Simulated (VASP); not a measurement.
Runs of VASP 6.6.1 on PbSe (Clausthalite). The structure is that of space group Fm-3m (No. 225), or close to it. The cells are those of the table. 

```csv
task,level,cell,cutoff (eV),gap on the mesh (eV),pressure (GPa),relaxed volume (Å³/atom)
single point,r2SCAN+D4,"a = 4.350 Å, angles 60.0°, 2 atoms",550,(a),0.0,-
single point,r2SCAN,"a = 4.369 Å, angles 60.0°, 2 atoms",550,0.67,0.0,-
single point,revPBE+D3(BJ),"a = 4.321 Å, angles 60.0°, 2 atoms",500,0.33,0.0,-
relaxation of cell and atoms,r2SCAN,"relaxed from a = 4.328 Å, angles 60.0°, 2 atoms",550,0.67,0.0,29.46
relaxation of cell and atoms,revPBE+D3(BJ),"relaxed from a = 4.328 Å, angles 60.0°, 2 atoms",500,0.33,0.0,28.51
```

Alike in all rows: potentials or basis VASP PAW PBE potentials, release 64 (Pb_d, Se); no spin polarisation; k mesh 6 × 6 × 6; smearing gaussian 0.01 eV.

**Question.** Estimate the missing entries.

**Answer.** (a) 0.63.

Caveats: the PAW data sets were made with another functional, which shifts forces and pressure a little; spin-orbit coupling is left out, which moves the levels of the heavy elements.

A k mesh can miss the band edges, and the runs leave out spin-orbit coupling on Pb, Se.
